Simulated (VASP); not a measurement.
# MgBe2SO2 (P4/mmm) in VASP: further runs

The runs below take MgBe2SO2 through single point, with PBE.

Program: VASP 6.6.1. These are calculated values, not measurements. Logs are shortened: lines on timing, memory, paths and dates and some standing lists are left out, and cuts for length are marked.

### Step 1. The cell of the first run

It takes space group P4/mmm (No. 123, tetragonal). Conventional cell: a = 3.682 Å, b = 3.682 Å, c = 5.288 Å, α = 90.00°, β = 90.00°, γ = 90.00°. Within 2.4 Å of Mg (site symmetry 4/mmm) lie 4 O at 1.84 Å. Be (site symmetry mmm) has 2 S at 1.84 Å within 2.4 Å. S (site symmetry 4/mmm) has 4 Be at 1.84 Å within 2.4 Å. O (site symmetry mmm) has 2 Mg at 1.84 Å within 2.4 Å.

The cell was built from a structure type or drawn by symmetry, and may not be a known phase.

### Step 2. Single point, PBE

INCAR reads:

```
PREC = Accurate
ENCUT = 600
EDIFF = 1E-6
ISMEAR = 0
SIGMA = 0.1
LREAL = False
LASPH = True
NELM = 120
ALGO = Normal
ISIF = 2
LWAVE = False
LCHARG = False
GGA = PE
NBANDS = 21
GGA_COMPAT = False
```

KPOINTS reads:

```
Automatic mesh
0
Gamma
  6 6 4
```

POSCAR reads:

```
MgBe2SO2
1.0
    3.6824920400      0.0000000000      0.0000000000
    0.0000000000      3.6824920400      0.0000000000
    0.0000000000      0.0000000000      5.2880065000
Mg Be S O
1 2 1 2
Direct
    0.5000000000      0.5000000000      0.5000000000
    0.0000000000      0.5000000000      0.0000000000
    0.5000000000      0.0000000000      0.0000000000
    0.5000000000      0.5000000000      0.0000000000
    0.0000000000      0.5000000000      0.5000000000
    0.5000000000      0.0000000000      0.5000000000
```

Potentials or basis: VASP PAW PBE potentials, release 64 (Mg, Be, S, O).

Run with:

```console
cat potpaw_PBE.64/Mg/POTCAR potpaw_PBE.64/Be/POTCAR potpaw_PBE.64/S/POTCAR potpaw_PBE.64/O/POTCAR > POTCAR
mpirun -np 1 vasp_std > vasp.out
```

OUTCAR:

```text
PREC = Accurate
   ENCUT = 600
   EDIFF = 1E-6
   ISMEAR = 0
   LREAL = False
   LASPH = True
   NELM = 120
   ISIF = 2
   GGA = PE

 ion  position               nearest neighbor table
   1  0.500  0.500  0.500-   5 1.84   6 1.84   6 1.84   5 1.84   4 2.64   4 2.64
   2  0.000  0.500  0.000-   4 1.84   4 1.84
   3  0.500  0.000  0.000-   4 1.84   4 1.84
   4  0.500  0.500  0.000-   2 1.84   3 1.84   3 1.84   2 1.84   1 2.64   1 2.64
   5  0.000  0.500  0.500-   1 1.84   1 1.84
   6  0.500  0.000  0.500-   1 1.84   1 1.84

  LATTYP: Found a simple tetragonal cell.
 ALAT       =     3.6824920400
 C/A-ratio  =     1.4359858603

  Lattice vectors:

 A1 = (   3.6824920400,   0.0000000000,   0.0000000000)
 A2 = (   0.0000000000,   3.6824920400,   0.0000000000)
 A3 = (   0.0000000000,   0.0000000000,   5.2880065000)

Analysis of symmetry for initial positions (statically):
=====================================================================
 Subroutine PRICEL returns:
 Original cell was already a primitive cell.

 Routine SETGRP: Setting up the symmetry group for a
 simple tetragonal supercell.

 Subroutine GETGRP returns: Found 16 space group operations
 (whereof 16 operations were pure point group operations)
 out of a pool of 16 trial point group operations.

The static configuration has the point symmetry D_4h.

Analysis of symmetry for dynamics (positions and initial velocities):
=====================================================================
 Subroutine PRICEL returns:
 Original cell was already a primitive cell.

 Routine SETGRP: Setting up the symmetry group for a
 simple tetragonal supercell.

 Subroutine GETGRP returns: Found 16 space group operations
 (whereof 16 operations were pure point group operations)
 out of a pool of 16 trial point group operations.

The dynamic configuration has the point symmetry D_4h.

 Subroutine INISYM returns: Found 16 space group operations
 (whereof 16 operations are pure point group operations),
 and found     1 'primitive' translations

----------------------------------------------------------------------------------------
[... 98 lines left out ...]
   LASPH  =      T    aspherical Exc in radial PAW
   ENCUT  =  600.0 eV  44.10 Ry    6.64 a.u.   7.35  7.35 10.56*2*pi/ulx,y,z
   NELM   =    120;   NELMIN=  2; NELMDL= -5     # of ELM steps
   EDIFF  = 0.1E-05   stopping-criterion for ELM
   LREAL  =      F    real-space projection
   EDIFFG = 0.1E-04   stopping-criterion for IOM
   NSW    =      0    number of steps for IOM
   IBRION =     -1    ionic relax: 0-MD 1-quasi-New 2-CG
   NFREE  =      0    steps in history (QN), initial steepest desc. (CG)
   ISIF   =      2    stress and relaxation
   ISYM   =      2    0-nonsym 1-usesym 2-fastsym
   POTIM  = 0.5000    time-step for ionic-motion
   TEBEG  =    0.0;   TEEND  =   0.0 temperature during run
   PSTRESS=    0.0 pullay stress
   NELECT =      24.0000    total number of electrons
   NUPDOWN=      -1.0000    fix difference up-down
   EMIN   =  10.00;   EMAX   =-10.00  energy-range for DOS
   EFERMI =   0.00;   METHOD = LEGACY
   ISMEAR =     0;   SIGMA  =   0.10  broadening in eV -4-tet -1-fermi 0-gaus
   EFERMI_NEDOS =   21; number of points for ismear=-14 and -15
   IALGO  =     38    algorithm
   IMIX   =      4    mixing-type and parameters
     AMIX     =   0.40;   BMIX     =  1.00
     AMIX_MAG =   1.60;   BMIX_MAG =  1.00
  volume/ion in A,a.u.               =      11.95        80.65
  Fermi-wavevector in a.u.,A,eV,Ry     =   1.136632  2.147924 17.577819  1.291933
  Thomas-Fermi vector in A             =   2.273337
   LORBIT       =      0    0 simple, 1 ext, 2 COOP (PROOUT), +10 PAW based schemes
   GGA     = PE    functional components
   LHFCALC =     F    Hartree Fock is set to
   AEXX    =    0.0000 exact exchange contribution
   IVDW    =     0    specifies the selected vdW correction
   LEPSILON=     F    determine dielectric tensor
   LRPA    =     F    only Hartree local field effects (RPA)
 non-spin polarized calculation
 Gauss-broadening in eV      SIGMA  =   0.10
  energy-cutoff  :      600.00
  volume of cell :       71.71
 maximum number of plane-waves:      2421
 NGX is ok and might be reduce to    30
   NGX = 15   NGY = 15   NGZ = 21

 number of electron      23.9999994 magnetization

 Free energy of the ion-electron system (eV)
  ---------------------------------------------------
  ext. energy  EPLUGINS =         0.00000000
  ---------------------------------------------------
  free energy    TOTEN  =       -24.12195051 eV

  energy without entropy =      -24.09915133  energy(sigma->0) =      -24.11055092

 E-fermi :   3.8611     XC(G=0):  -9.7716

 val. band max:        3.8408521658   @ k =   0.3333   0.1667   0.5000
 cond. band min:       3.8871045351   @ k =   0.3333   0.1667   0.2500
 fundamental gap:      0.0462523693
 Fermi energy:         3.8610592900

 k-point     1 :       0.0000    0.0000    0.0000
  band No.  band energies     occupation
      1     -13.6055      2.00000
      2     -12.3149      2.00000
      3     -11.7879      2.00000
      4      -4.0201      2.00000
      5      -4.0201      2.00000
      6      -3.0929      2.00000
[... 565 lines left out ...]
     20      12.2730      0.00000
     21      13.4810      0.00000

 [... further k-points ...]

------------------------ aborting loop because EDIFF is reached ----------------------------------------

  FORCE on cell =-STRESS in cart. coord.  units (eV):
  Direction    XX          YY          ZZ          XY          YZ          ZX
  --------------------------------------------------------------------------------------
  -------------------------------------------------------------------------------------
  Total       15.1157498     15.1157498     -5.0989610      0.0000000     -0.0000000      0.0000000
  in kB      337.7261308    337.7261308   -113.9243755      0.0000000     -0.0000000      0.0000000
  external PRESSURE =     187.1759620 kB  Pullay stress =       0.0000000 kB

 VOLUME and BASIS-vectors are now :
 -----------------------------------------------------------------------------
  energy-cutoff  :      600.00
  volume of cell :       71.71
      direct lattice vectors                 reciprocal lattice vectors
     3.682492040  0.000000000  0.000000000     0.271555237  0.000000000  0.000000000
     0.000000000  3.682492040  0.000000000     0.000000000  0.271555237  0.000000000
     0.000000000  0.000000000  5.288006500     0.000000000  0.000000000  0.189107181

 POSITION                                       TOTAL-FORCE (eV/Angst)
 -----------------------------------------------------------------------------------
      1.84125      1.84125      2.64400         0.000000      0.000000      0.000000
      0.00000      1.84125      0.00000         0.000000      0.000000      0.000000
      1.84125      0.00000      0.00000         0.000000      0.000000      0.000000
      1.84125      1.84125      0.00000         0.000000      0.000000      0.000000
      0.00000      1.84125      2.64400         0.000000      0.000000      0.000000
      1.84125      0.00000      2.64400         0.000000      0.000000      0.000000
 -----------------------------------------------------------------------------------
    total drift:                                0.000000      0.000000     -0.000000

  FREE ENERGIE OF THE ION-ELECTRON SYSTEM (eV)
  ---------------------------------------------------
  free  energy   TOTEN  =       -24.1219505090 eV

  energy  without entropy=      -24.0991513302  energy(sigma->0) =      -24.11055092
```

OSZICAR:

```text
N       E                     dE             d eps       ncg     rms          rms(c)
DAV:   1     0.116737026008E+03    0.11674E+03   -0.12442E+04  1260   0.114E+03
DAV:   2    -0.222253731826E+02   -0.13896E+03   -0.13244E+03  1663   0.229E+02
DAV:   3    -0.314218438746E+02   -0.91965E+01   -0.91400E+01  1609   0.622E+01
DAV:   4    -0.315124081589E+02   -0.90564E-01   -0.90514E-01  1559   0.724E+00
DAV:   5    -0.315136121750E+02   -0.12040E-02   -0.12039E-02  1630   0.796E-01    0.167E+01
DAV:   6    -0.273162158400E+02    0.41974E+01   -0.97141E+01  1431   0.372E+01    0.190E+01
DAV:   7    -0.244971724262E+02    0.28190E+01   -0.26393E+01  1478   0.158E+01    0.555E+00
DAV:   8    -0.242962137604E+02    0.20096E+00   -0.63044E+00  1470   0.614E+00    0.461E+00
DAV:   9    -0.241294134472E+02    0.16680E+00   -0.47105E-01  1440   0.322E+00    0.871E-01
DAV:  10    -0.241232784292E+02    0.61350E-02   -0.13751E-01  1482   0.956E-01    0.514E-01
DAV:  11    -0.241245532903E+02   -0.12749E-02   -0.61145E-02  1544   0.593E-01    0.459E-01
DAV:  12    -0.241223735278E+02    0.21798E-02   -0.33101E-02  1479   0.343E-01    0.159E-01
DAV:  13    -0.241219386528E+02    0.43488E-03   -0.23585E-03  1485   0.134E-01    0.197E-02
DAV:  14    -0.241219626203E+02   -0.23968E-04   -0.15621E-04  1496   0.409E-02    0.312E-02
DAV:  15    -0.241219504999E+02    0.12120E-04   -0.10067E-04  1505   0.186E-02    0.537E-03
DAV:  16    -0.241219510119E+02   -0.51201E-06   -0.10675E-05  1130   0.701E-03    0.794E-03
DAV:  17    -0.241219505090E+02    0.50293E-06   -0.11514E-06   875   0.379E-03
   1 F= -.24121951E+02 E0= -.24110551E+02  d E =-.227992E-01
```

stdout:

```text
POSCAR found type information on POSCAR MgBeS O
 POSCAR found :  4 types and       6 ions
 scaLAPACK will be used
 LDA part: xc-table for (Slater+PW92), standard interpolation
 POSCAR, INCAR and KPOINTS ok, starting setup
 FFT: planning ... GRIDC
 FFT: planning ... GRID_SOFT
 FFT: planning ... GRID
 WAVECAR not read
 entering main loop
```

Run time: 1.7 min. Hardware: 1 thread of Intel Xeon 8259CL, shared host; peak memory 0.22 GiB.

What came out:

```yaml
Free_energy: -24.1220 eV
Pressure: 18.7 GPa
Band_gap_on_the_k_mesh: zero (bands 12 and 13 overlap by 0.39 eV)
```

Levels at points of the mesh, in eV from the Fermi level:
```csv
k point,band 8,band 9,band 10,band 11,band 12,band 13,band 14,band 15,band 16,band 17
"(0.00, 0.00, 0.00)",-2.82,-1.27,-1.26,-0.22,0.03,0.03,2.02,5.29,5.79,5.79
"(0.50, 0.00, 0.00)",-2.74,-2.06,-1.36,-1.19,-1.11,1.59,1.78,2.82,3.01,5.51
"(0.50, 0.50, 0.00)",-4.04,-2.68,-2.68,-2.33,-0.82,0.83,3.52,3.52,3.63,6.47
"(0.00, 0.00, 0.50)",-2.96,-2.96,-1.44,0.04,0.04,0.46,2.87,5.11,5.69,5.69
"(0.50, 0.00, 0.50)",-2.22,-2.17,-1.63,-1.52,-1.11,1.25,1.42,2.47,2.70,5.66
"(0.50, 0.50, 0.50)",-3.28,-2.99,-1.52,-1.52,-0.81,0.83,1.64,1.64,3.60,5.66
```

Caveat: the cell stands under pressure; semilocal functionals underestimate gaps, so a narrow gap can read as zero.

### Step 3. Single point, PBE

This run uses another cell than the first one, of 13.07 Å³/atom.

INCAR reads:

```
SYSTEM = MgBe2SO2
PREC = Accurate ; ENCUT = 520
EDIFF = 1E-6 ; ISMEAR = 0
SIGMA = 0.1 ; LREAL = .FALSE.
LASPH = .TRUE. ; NELM = 80
ALGO = Normal ; ISIF = 2
LWAVE = .FALSE. ; LCHARG = .FALSE.
GGA = PE ; NBANDS = 21
```

KPOINTS reads:

```
Automatic mesh
0
G
  10 10 10
  0 0 0
```

POSCAR: that of step 2 with these lines changed.

```diff
@@ -2,5 +2,5 @@
 1.0
-    3.6824920400      0.0000000000      0.0000000000
-    0.0000000000      3.6824920400      0.0000000000
-    0.0000000000      0.0000000000      5.2880065000
+    4.3516596645      0.0000000000      0.0000000000
+    0.0000000000      4.3516596645      0.0000000000
+    0.0000000000      0.0000000000      4.1417736630
 Mg Be S O
```

Potentials or basis: VASP PAW PBE potentials, release 64 (Mg, Be, S, O).

Run with:

```console
cat potpaw_PBE.64/Mg/POTCAR potpaw_PBE.64/Be/POTCAR potpaw_PBE.64/S/POTCAR potpaw_PBE.64/O/POTCAR > POTCAR
mpirun -np 1 vasp_std > vasp.out
```

Run time: 1.9 min. Hardware: 1 thread of Intel Xeon Platinum 8124M at 3.00GHz (Skylake/Cascade Lake), shared host; peak memory 0.33 GiB.

It converged, with:

| Item | Value |
| --- | --- |
| Free energy | -26.9834 eV |
| Pressure | 0.1 GPa |
| Band gap on the k mesh | zero (bands 12 and 13 overlap by 0.13 eV) |

Stress tensor (GPa, compression positive):
```
-0.12  0.00  0.00
 0.00 -0.12  0.00
 0.00  0.00  0.46
```

Levels at points of the mesh, in eV from the Fermi level:
| k point | band 9 | band 10 | band 11 | band 12 | band 13 | band 14 | band 15 | band 16 |
| --- | --- | --- | --- | --- | --- | --- | --- | --- |
| (0.00, 0.00, 0.00) | -1.43 | -1.32 | -0.61 | -0.61 | 0.03 | 2.13 | 5.53 | 5.53 |
| (0.50, 0.00, 0.00) | -1.84 | -1.41 | -1.22 | -1.14 | 1.71 | 3.35 | 3.42 | 4.48 |
| (0.50, 0.50, 0.00) | -3.23 | -2.93 | -1.29 | -0.02 | 1.29 | 4.34 | 5.23 | 6.41 |
| (0.00, 0.00, 0.50) | -2.61 | -2.61 | -0.42 | -0.42 | 2.46 | 4.75 | 4.75 | 4.80 |
| (0.50, 0.00, 0.50) | -1.22 | -1.01 | -1.01 | -0.94 | 2.41 | 2.84 | 4.15 | 4.49 |
| (0.50, 0.50, 0.50) | -0.94 | -0.94 | -0.92 | -0.71 | 0.09 | 3.66 | 4.42 | 4.42 |

Caveat: semilocal functionals underestimate gaps, so a narrow gap can read as zero.
